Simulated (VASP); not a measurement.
# Li2Ta (P4_2/mnm) in VASP: a series of runs

The runs below take Li2Ta through single point, with PBE.

All numbers are computed with VASP 6.6.1; they aren't measurements. Logs are shortened: lines on timing, memory, paths and dates and some standing lists are left out, and cuts for length are marked.

## 1. The cell of the first run

The structure is tetragonal, space group P4_2/mnm (No. 136). Conventional cell: a = 5.131 Å, b = 5.131 Å, c = 3.305 Å, α = 90.00°, β = 90.00°, γ = 90.00°. Li (site symmetry m2m) has 3 Ta at 2.17 to 2.22 Å and 1 Li at 2.82 Å within 2.9 Å. Within 2.9 Å of Ta (site symmetry mmm) lie 6 Li at 2.17 to 2.22 Å.

## 2. Single point, PBE

INCAR

```
SYSTEM = Li2Ta
ALGO = Fast ; EDIFF = 1E-7
ENCUT = 520 ; GGA = PE
ISIF = 2 ; ISMEAR = 0
LASPH = .TRUE. ; LCHARG = .FALSE.
LREAL = .FALSE. ; LWAVE = .FALSE.
NBANDS = 26 ; NELM = 80
PREC = Accurate ; SIGMA = 0.1
```

KPOINTS

```
k-points
0
G
  4 4 6
  0 0 0
```

POSCAR

```
Li2Ta
1.0
    5.1305777166      0.0000000000      0.0000000000
    0.0000000000      5.1305777166      0.0000000000
    0.0000000000      0.0000000000      3.3046102445
Li Ta
4 2
Direct
    0.3060000000      0.3060000000      0.0000000000
    0.1940000000      0.8060000000      0.5000000000
    0.6940000000      0.6940000000      0.0000000000
    0.8060000000      0.1940000000      0.5000000000
    0.0000000000      0.0000000000      0.0000000000
    0.5000000000      0.5000000000      0.5000000000
```

Potentials or basis: VASP PAW PBE potentials, release 64 (Li_sv, Ta_pv).

Started as:

```sh
> cat potpaw_PBE.64/Li_sv/POTCAR potpaw_PBE.64/Ta_pv/POTCAR > POTCAR
> mpirun -np 1 vasp_std > vasp.out
```

OUTCAR:

```text
SYSTEM = Li2Ta
   EDIFF = 1E-7
   ENCUT = 520
   GGA = PE
   ISIF = 2
   ISMEAR = 0
   LASPH = .TRUE.
   LREAL = .FALSE.
   NELM = 80
   PREC = Accurate

 ion  position               nearest neighbor table
   1  0.306  0.306  0.000-   6 2.17   6 2.17   5 2.22
   2  0.194  0.806  0.500-   5 2.17   5 2.17   6 2.22
   3  0.694  0.694  0.000-   6 2.17   6 2.17   5 2.22
   4  0.806  0.194  0.500-   5 2.17   5 2.17   6 2.22
   5  0.000  0.000  0.000-   2 2.17   4 2.17   2 2.17   4 2.17   3 2.22   1 2.22
   6  0.500  0.500  0.500-   1 2.17   3 2.17   1 2.17   3 2.17   2 2.22   4 2.22

  LATTYP: Found a simple tetragonal cell.
 ALAT       =     5.1305777166
 C/A-ratio  =     0.6441010013

  Lattice vectors:

 A1 = (   5.1305777166,   0.0000000000,   0.0000000000)
 A2 = (   0.0000000000,   5.1305777166,   0.0000000000)
 A3 = (   0.0000000000,   0.0000000000,   3.3046102445)

Analysis of symmetry for initial positions (statically):
=====================================================================
 Subroutine PRICEL returns:
 Original cell was already a primitive cell.

 Routine SETGRP: Setting up the symmetry group for a
 simple tetragonal supercell.

 Subroutine GETGRP returns: Found 16 space group operations
 (whereof  8 operations were pure point group operations)
 out of a pool of 16 trial point group operations.

The static configuration has the point symmetry D_2h.
 The point group associated with its full space group is D_4h.

Analysis of symmetry for dynamics (positions and initial velocities):
=====================================================================
 Subroutine PRICEL returns:
 Original cell was already a primitive cell.

 Routine SETGRP: Setting up the symmetry group for a
 simple tetragonal supercell.

 Subroutine GETGRP returns: Found 16 space group operations
 (whereof  8 operations were pure point group operations)
 out of a pool of 16 trial point group operations.

The dynamic configuration has the point symmetry D_2h.
 The point group associated with its full space group is D_4h.

 Subroutine INISYM returns: Found 16 space group operations
 (whereof  8 operations are pure point group operations),
 and found     1 'primitive' translations

----------------------------------------------------------------------------------------

                                     Primitive cell

  volume of cell :      86.9867

  direct lattice vectors                    reciprocal lattice vectors
     5.130577717  0.000000000  0.000000000     0.194909824  0.000000000  0.000000000
     0.000000000  5.130577717  0.000000000     0.000000000  0.194909824  0.000000000
     0.000000000  0.000000000  3.304610245     0.000000000  0.000000000  0.302607547

  length of vectors
     5.130577717  5.130577717  3.304610245     0.194909824  0.194909824  0.302607547

  position of ions in fractional coordinates (direct lattice)
     0.306000000  0.306000000  0.000000000
     0.194000000  0.806000000  0.500000000
     0.694000000  0.694000000  0.000000000
     0.806000000  0.194000000  0.500000000
     0.000000000  0.000000000  0.000000000
     0.500000000  0.500000000  0.500000000

  ion indices of the primitive-cell ions
   primitive index   ion index
                 1           1
                 2           2
                 3           3
                 4           4
                 5           5
                 6           6

----------------------------------------------------------------------------------------

 KPOINTS: k-points

Automatic generation of k-mesh.
 Grid dimensions read from file:
 generate k-points for:    4    4    6

 Generating k-lattice:

  Cartesian coordinates                     Fractional coordinates (reciprocal lattice)
     0.048727456  0.000000000  0.000000000     0.250000000  0.000000000  0.000000000
     0.000000000  0.048727456  0.000000000     0.000000000  0.250000000  0.000000000
     0.000000000  0.000000000  0.050434591     0.000000000  0.000000000  0.166666667

  Length of vectors
     0.048727456  0.048727456  0.050434591

  Shift w.r.t. Gamma in fractional coordinates (k-lattice)
     0.000000000  0.000000000  0.000000000

 Subroutine IBZKPT returns following result:
 ===========================================

 Found     24 irreducible k-points:

 Following reciprocal coordinates:
            Coordinates               Weight
  0.000000  0.000000  0.000000      1.000000
  0.250000  0.000000  0.000000      4.000000
  0.500000  0.000000  0.000000      2.000000
  0.250000  0.250000  0.000000      4.000000
  0.500000  0.250000  0.000000      4.000000
  0.500000  0.500000  0.000000      1.000000
[... 16 lines left out ...]
  0.500000  0.250000  0.500000      4.000000
  0.500000  0.500000  0.500000      1.000000
   k-points           NKPTS =     24   k-points in BZ     NKDIM =     24   number of bands    NBANDS=     26
   number of dos      NEDOS =    301   number of ions     NIONS =      6
   total plane-waves  NPLWV =  44800
   dimension x,y,z NGX =    40 NGY =   40 NGZ =   28
   dimension x,y,z NGXF=    80 NGYF=   80 NGZF=   56
   ions per type =               4   2
   NGX,Y,Z   is equivalent  to a cutoff of  12.96, 12.96, 14.09 a.u.
   NGXF,Y,Z  is equivalent  to a cutoff of  25.92, 25.92, 28.17 a.u.
 SYSTEM =  Li2Ta
   PREC   = accura    normal or accurate (medium, high low for compatibility)
   ISTART =      0    job   : 0-new  1-cont  2-samecut
   ICHARG =      2    charge: 1-file 2-atom 10-const
   ISPIN  =      1    spin polarized calculation?
   LNONCOLLINEAR =      F non collinear calculations
   LSORBIT =      F    spin-orbit coupling
   LASPH  =      T    aspherical Exc in radial PAW
   ENCUT  =  520.0 eV  38.22 Ry    6.18 a.u.   9.54  9.54  6.14*2*pi/ulx,y,z
   NELM   =     80;   NELMIN=  2; NELMDL= -5     # of ELM steps
   EDIFF  = 0.1E-06   stopping-criterion for ELM
   LREAL  =      F    real-space projection
   EDIFFG = 0.1E-05   stopping-criterion for IOM
   NSW    =      0    number of steps for IOM
   IBRION =     -1    ionic relax: 0-MD 1-quasi-New 2-CG
   NFREE  =      0    steps in history (QN), initial steepest desc. (CG)
   ISIF   =      2    stress and relaxation
   ISYM   =      2    0-nonsym 1-usesym 2-fastsym
   POTIM  = 0.5000    time-step for ionic-motion
   TEBEG  =    0.0;   TEEND  =   0.0 temperature during run
   PSTRESS=    0.0 pullay stress
   NELECT =      34.0000    total number of electrons
   NUPDOWN=      -1.0000    fix difference up-down
   EMIN   =  10.00;   EMAX   =-10.00  energy-range for DOS
   EFERMI =   0.00;   METHOD = LEGACY
   ISMEAR =     0;   SIGMA  =   0.10  broadening in eV -4-tet -1-fermi 0-gaus
   EFERMI_NEDOS =   21; number of points for ismear=-14 and -15
   IALGO  =     68    algorithm
   IMIX   =      4    mixing-type and parameters
     AMIX     =   0.40;   BMIX     =  1.00
     AMIX_MAG =   1.60;   BMIX_MAG =  1.00
  volume/ion in A,a.u.               =      14.50        97.84
  Fermi-wavevector in a.u.,A,eV,Ry     =   1.196971  2.261947 19.493598  1.432739
  Thomas-Fermi vector in A             =   2.332898
   LORBIT       =      0    0 simple, 1 ext, 2 COOP (PROOUT), +10 PAW based schemes
   GGA     = PE    functional components
   LHFCALC =     F    Hartree Fock is set to
   AEXX    =    0.0000 exact exchange contribution
   IVDW    =     0    specifies the selected vdW correction
   LEPSILON=     F    determine dielectric tensor
   LRPA    =     F    only Hartree local field effects (RPA)
 non-spin polarized calculation
 RMM-DIIS sequential band-by-band and
 Gauss-broadening in eV      SIGMA  =   0.10
  energy-cutoff  :      520.00
  volume of cell :       86.99
 maximum number of plane-waves:      2404
 NGX is ok and might be reduce to    40
   NGX = 19   NGY = 19   NGZ = 13

 number of electron      33.9999982 magnetization

 Free energy of the ion-electron system (eV)
  ---------------------------------------------------
  ext. energy  EPLUGINS =         0.00000000
  ---------------------------------------------------
  free energy    TOTEN  =       -14.85178749 eV

  energy without entropy =      -14.80284570  energy(sigma->0) =      -14.82731659

 E-fermi :   3.3130     XC(G=0): -10.0138

 val. band max:        3.3089930414   @ k =   0.2500   0.0000   0.5000
 cond. band min:       3.3166158129   @ k =   0.0000   0.0000   0.3333
 fundamental gap:      0.0076227715
 Fermi energy:         3.3129824498

 k-point     1 :       0.0000    0.0000    0.0000
  band No.  band energies     occupation
      1     -42.7117      2.00000
      2     -42.7117      2.00000
      3     -42.7052      2.00000
      4     -42.6904      2.00000
      5     -31.3005      2.00000
      6     -31.3005      2.00000
[... 18 lines left out ...]
     25       8.4092      0.00000
     26       8.4203      0.00000

 k-point     2 :       0.2500    0.0000    0.0000
  band No.  band energies     occupation
      1     -42.7108      2.00000
      2     -42.7087      2.00000
      3     -42.7061      2.00000
      4     -42.6934      2.00000
      5     -31.2994      2.00000
      6     -31.2994      2.00000
[... 18 lines left out ...]
     25       7.8671      0.00000
     26       8.1720      0.00000

 k-point     3 :       0.5000    0.0000    0.0000
  band No.  band energies     occupation
      1     -42.7086      2.00000
      2     -42.7086      2.00000
      3     -42.7009      2.00000
      4     -42.7009      2.00000
      5     -31.2983      2.00000
      6     -31.2983      2.00000
[... 572 lines left out ...]
 k-point    23 :       0.5000    0.2500    0.5000
  band No.  band energies     occupation
      1     -42.7225      2.00000
      2     -42.7225      2.00000
      3     -42.6929      2.00000
      4     -42.6929      2.00000
      5     -31.3305      2.00000
      6     -31.3305      2.00000
[... 18 lines left out ...]
     25       7.2408      0.00000
     26       7.2547      0.00000

 k-point    24 :       0.5000    0.5000    0.5000
  band No.  band energies     occupation
      1     -42.7188      2.00000
      2     -42.7188      2.00000
      3     -42.6965      2.00000
      4     -42.6965      2.00000
      5     -31.3303      2.00000
      6     -31.3303      2.00000
[... 18 lines left out ...]
     25       7.2848      0.00000
     26       7.2978      0.00000

------------------------ aborting loop because EDIFF is reached ----------------------------------------

  FORCE on cell =-STRESS in cart. coord.  units (eV):
  Direction    XX          YY          ZZ          XY          YZ          ZX
  --------------------------------------------------------------------------------------
  -------------------------------------------------------------------------------------
  Total       14.0265331     14.0265331     19.0749374      0.0000000      0.0000000      0.0000000
  in kB      258.3498053    258.3498053    351.3345960      0.0000000      0.0000000      0.0000000
  external PRESSURE =     289.3447356 kB  Pullay stress =       0.0000000 kB

 VOLUME and BASIS-vectors are now :
 -----------------------------------------------------------------------------
  energy-cutoff  :      520.00
  volume of cell :       86.99
      direct lattice vectors                 reciprocal lattice vectors
     5.130577717  0.000000000  0.000000000     0.194909824  0.000000000  0.000000000
     0.000000000  5.130577717  0.000000000     0.000000000  0.194909824  0.000000000
     0.000000000  0.000000000  3.304610245     0.000000000  0.000000000  0.302607547

 POSITION                                       TOTAL-FORCE (eV/Angst)
 -----------------------------------------------------------------------------------
      1.56996      1.56996      0.00000        -0.996670     -0.996670      0.000000
      0.99533      4.13525      1.65231         0.996670     -0.996670      0.000000
      3.56062      3.56062      0.00000         0.996670      0.996670     -0.000000
      4.13525      0.99533      1.65231        -0.996670      0.996670     -0.000000
      0.00000      0.00000      0.00000         0.000000      0.000000      0.000000
      2.56529      2.56529      1.65231         0.000000      0.000000      0.000000
 -----------------------------------------------------------------------------------
    total drift:                                0.000000     -0.000000     -0.000000

  FREE ENERGIE OF THE ION-ELECTRON SYSTEM (eV)
  ---------------------------------------------------
  free  energy   TOTEN  =       -14.8517874933 eV

  energy  without entropy=      -14.8028456951  energy(sigma->0) =      -14.82731659
```

Run time: 3 min. Hardware: 1 thread of Intel Xeon Platinum 8375C at 2.90GHz (Ice Lake), shared host; peak memory 0.22 GiB.

Results:

```yaml
Free_energy: -14.8518 eV
Largest_force: 1.410 eV/Å
Band_gap_on_the_k_mesh: zero (band 17 reaches 3.51 eV, above the bottom of band 18 at 3.05 eV)
```

Forces in eV/Å, atoms in the order of the input:
```
Li  -0.997 -0.997  0.000
Li   0.997 -0.997  0.000
Li   0.997  0.997  0.000
Li  -0.997  0.997  0.000
Ta   0.000  0.000  0.000
Ta   0.000  0.000  0.000
```

Caveat: the cutoff is under 1.25 times the usual one of these potentials, so pressure, stress and relaxed cells hold a basis-set (Pulay) error; spin-orbit coupling is left out, which moves the levels of the heavy elements; forces of over 1 eV/Å act on the atoms, so gaps and moduli don't describe the material at rest.

## 3. Single point, PBE

This run uses another cell than the first one, of 25.93 Å³/atom, 1.788 times its volume.

INCAR

```
ALGO = Normal
EDIFF = 1E-7
ENCUT = 520
GGA = PE
ISIF = 2
ISMEAR = 0
LASPH = T
LCHARG = T
LELF = T
LREAL = F
LVHAR = T
LWAVE = F
NBANDS = 26
NELM = 60
PREC = Accurate
SIGMA = 0.1
```

KPOINTS

```
k-points
0
Gamma
  4 4 6
```

POSCAR

```
Li2Ta
1.0
    7.8414826445      0.0000000000      0.0000000000
    0.0000000000      7.8414826445      0.0000000000
    0.0000000000      0.0000000000      2.5297477273
Li Ta
4 2
Direct
    0.2544528339      0.2544528339      0.0000000000
    0.2455471661      0.7544528339      0.5000000000
    0.7455471661      0.7455471661      0.0000000000
    0.7544528339      0.2455471661      0.5000000000
    0.0000000000      0.0000000000      0.0000000000
    0.5000000000      0.5000000000      0.5000000000
```

Potentials or basis: VASP PAW PBE potentials, release 64 (Li_sv, Ta_pv).

Started as:

```sh
> cat potpaw_PBE.64/Li_sv/POTCAR potpaw_PBE.64/Ta_pv/POTCAR > POTCAR
> mpirun -np 1 vasp_std > vasp.out
```

Run time: 60 s. Hardware: 1 thread of Intel Xeon Platinum 8375C at 2.90GHz (Ice Lake), shared host; peak memory 0.29 GiB.

Results (log left out):

```yaml
Free_energy: -24.6853 eV
Largest_force: 0.011 eV/Å
Band_gap_on_the_k_mesh: zero (band 17 reaches 1.90 eV, above the bottom of band 18 at -0.42 eV)
```

Forces in eV/Å, atoms in the order of the input:
```
Li   0.008  0.008  0.000
Li  -0.008  0.008  0.000
Li  -0.008 -0.008  0.000
Li   0.008 -0.008  0.000
Ta   0.000  0.000  0.000
Ta   0.000  0.000  0.000
```

Levels at points of the mesh, in eV from the Fermi level:
```csv
k point,band 13,band 14,band 15,band 16,band 17,band 18,band 19,band 20,band 21,band 22
"(0.00, 0.00, 0.00)",-1.91,-1.38,-1.20,-0.89,-0.60,-0.60,-0.49,0.16,0.35,0.35
"(0.50, 0.00, 0.00)",-1.77,-1.77,-0.87,-0.87,-0.78,-0.78,0.06,0.06,0.12,0.12
"(0.50, 0.50, 0.00)",-1.66,-1.66,-1.33,-1.33,-0.64,-0.64,-0.35,-0.35,0.93,0.93
"(0.00, 0.00, 0.50)",-1.64,-1.64,0.34,0.34,1.50,1.50,2.05,2.05,2.96,2.96
"(0.50, 0.00, 0.50)",-1.66,-1.66,0.58,0.58,1.55,1.55,1.83,1.83,2.07,2.07
"(0.50, 0.50, 0.50)",-1.65,-1.65,0.41,0.41,1.51,1.51,2.09,2.09,2.82,2.82
```

Caveat: the k points lie up to 0.41 Å⁻¹ apart; the cutoff is under 1.25 times the usual one of these potentials, so pressure, stress and relaxed cells hold a basis-set (Pulay) error; spin-orbit coupling is left out, which moves the levels of the heavy elements.

## 4. Single point, PBE

This run uses another cell than the first one, of 25.60 Å³/atom, 1.766 times its volume.

INCAR

```
PREC = Accurate
ENCUT = 520
EDIFF = 1E-6
ISMEAR = 0
SIGMA = 0.1
LREAL = F
LASPH = T
NELM = 100
ALGO = Fast
ISIF = 2
LWAVE = F
LCHARG = F
GGA = PE
NBANDS = 26
```

KPOINTS

```
regular mesh
0
Gamma
  6 6 14
```

POSCAR

```
Li2Ta
1.0
    7.8307153146      0.0000000000      0.0000000000
    0.0000000000      7.8307153146      0.0000000000
    0.0000000000      0.0000000000      2.5050958153
Li Ta
4 2
Direct
    0.2550003346      0.2550003346      0.0000000000
    0.2449996654      0.7550003346      0.5000000000
    0.7449996654      0.7449996654      0.0000000000
    0.7550003346      0.2449996654      0.5000000000
    0.0000000000      0.0000000000      0.0000000000
    0.5000000000      0.5000000000      0.5000000000
```

Started as:

```sh
> cat potpaw_PBE.64/Li_sv/POTCAR potpaw_PBE.64/Ta_pv/POTCAR > POTCAR
> mpirun -np 1 vasp_std > vasp.out
```

Run time: 6.3 min. Hardware: 1 thread of Intel Xeon Platinum 8375C at 2.90GHz (Ice Lake), shared host; peak memory 0.43 GiB.

It converged, with:

- Free energy: -24.6864 eV
- Band gap on the k mesh: zero (band 17 reaches 1.95 eV, above the bottom of band 18 at -0.43 eV)

Levels at points of the mesh, in eV from the Fermi level:
```csv
k point,band 13,band 14,band 15,band 16,band 17,band 18,band 19,band 20
"(0.00, 0.00, 0.00)",-2.19,-1.64,-1.21,-0.92,-0.57,-0.57,-0.53,0.10
"(0.50, 0.00, 0.00)",-2.02,-2.02,-0.89,-0.89,-0.80,-0.80,0.06,0.06
"(0.50, 0.50, 0.00)",-1.92,-1.92,-1.29,-1.29,-0.69,-0.69,-0.39,-0.39
"(0.00, 0.00, 0.50)",-1.87,-1.87,0.41,0.41,1.53,1.53,2.08,2.08
"(0.50, 0.00, 0.50)",-1.88,-1.88,0.63,0.63,1.58,1.58,1.91,1.91
"(0.50, 0.50, 0.50)",-1.87,-1.87,0.47,0.47,1.54,1.54,2.12,2.12
```

Caveat: the cutoff is under 1.25 times the usual one of these potentials, so pressure, stress and relaxed cells hold a basis-set (Pulay) error; spin-orbit coupling is left out, which moves the levels of the heavy elements.

## 5. Overview

```tsv
cell	k mesh	gap on the mesh (eV)	largest force (eV/Å)
a = 5.131, b = 5.131, c = 3.305 Å, 6 atoms	4 × 4 × 6	none	1.41
a = 7.841, b = 7.841, c = 2.530 Å, 6 atoms	4 × 4 × 6	none	0.01
a = 7.831, b = 7.831, c = 2.505 Å, 6 atoms	6 × 6 × 14	none	-
```

Alike in all rows: task single point; level PBE; potentials or basis VASP PAW PBE potentials, release 64 (Li_sv, Ta_pv); no spin polarisation; cutoff (eV) 520; smearing gaussian 0.1 eV.

Caveats: some runs use coarse meshes; the cutoff is under 1.25 times the usual one of these potentials, so pressure, stress and relaxed cells hold a basis-set (Pulay) error; spin-orbit coupling is left out, which moves the levels of the heavy elements; forces of over 1 eV/Å act on the atoms, so gaps and moduli don't describe the material at rest (some runs).

Absolute energies hang on the potentials; compare differences alone.
